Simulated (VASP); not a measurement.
The system is Sn2As3.

```
CELL_PARAMETERS angstrom
4.35527 0.00000 0.00000
-2.17764 3.77178 0.00000
0.00000 0.00000 6.77610
ATOMIC_POSITIONS crystal
Sn 0.33333 0.66667 0.24500
Sn 0.66667 0.33333 0.75500
As 0.00000 0.00000 0.00000
As 0.33333 0.66667 0.64500
As 0.66667 0.33333 0.35500
```

```yaml
Program: VASP 6.6.1
Task: relaxation of cell and atoms
Functional: PBE
Potentials_or_basis: VASP PAW PBE potentials, release 64 (Sn_d, As)
Cutoff: 600 eV
k_mesh: 6 × 6 × 4
Occupations: gaussian, width 0.1 eV
Spin: no spin polarisation
```

At the start: pressure 13.0 GPa; volume 22.26 Å³/atom.

Question: How do energy, volume and symmetry change on relaxing?

Answer: Over 32 steps the energy falls by 351.6 meV/atom and the volume is 27.51 Å³/atom (+23.6 %); space group P-3m1 (No. 164, to 0.1 Å) before and after.

The path:
```
step  energy change (eV)  largest force (eV/Å)  pressure (GPa)  volume (Å³)
   1              0.0000                1.8259           13.04       111.31
   2             -0.6469                0.3246           -4.42       143.12
   3             -0.8100                0.6913           -0.64       131.52
   4             -0.8636                0.6244           -0.51       130.47
   5             -0.9882                0.3801            0.06       127.37
   6             -0.9955                0.3511            2.18       121.27
   7             -1.0386                0.2860            0.95       124.30
   8             -1.0516                0.2397           -1.16       128.84
   9             -1.0557                0.2476           -0.49       127.30
  10             -1.0787                0.2038           -0.31       126.96
  11             -1.1661                0.3896            0.60       125.86
  12             -1.4650                0.5969            4.20       123.41
  13             -0.2871                0.8236           16.94       117.56
  14             -1.4698                0.2677            6.95       122.14
  15             -1.5092                0.1206            5.79       122.74
  16             -1.5110                0.1315            5.57       122.85
  17             -1.5125                0.1166            5.60       122.87
  18             -1.5163                0.1225            5.68       122.94
  19             -1.5210                0.1402            5.84       123.07
  20             -1.5198                0.2013            6.16       123.32
  21             -1.5221                0.1517            5.97       123.19
  22             -1.5290                0.1537            5.88       123.38
  23             -1.5491                0.1540            5.55       123.96
  24             -1.5861                0.1541            4.94       125.13
  25             -1.6484                0.1520            3.77       127.50
  26             -1.7285                0.1396            1.71       132.31
  27             -1.7348                0.1819           -1.51       142.29
  28             -1.7552                0.1224           -0.19       137.72
  29             -1.7552                0.1213           -0.08       137.41
  30             -1.7557                0.1111           -0.08       137.43
  31             -1.7569                0.0768           -0.07       137.47
  32             -1.7580                0.0228            0.00       137.55
```

Final structure:
```
CELL_PARAMETERS angstrom
4.49383 0.00000 0.00000
-2.24691 3.89177 0.00000
0.00000 0.00000 7.86515
ATOMIC_POSITIONS crystal
Sn 0.33333 0.66667 0.17750
Sn 0.66667 0.33333 0.82250
As 0.00000 0.00000 0.00000
As 0.33333 0.66667 0.54037
As 0.66667 0.33333 0.45963
```

Caveat: the volume moved by over 15 % at a fixed basis, so the end points are rough.
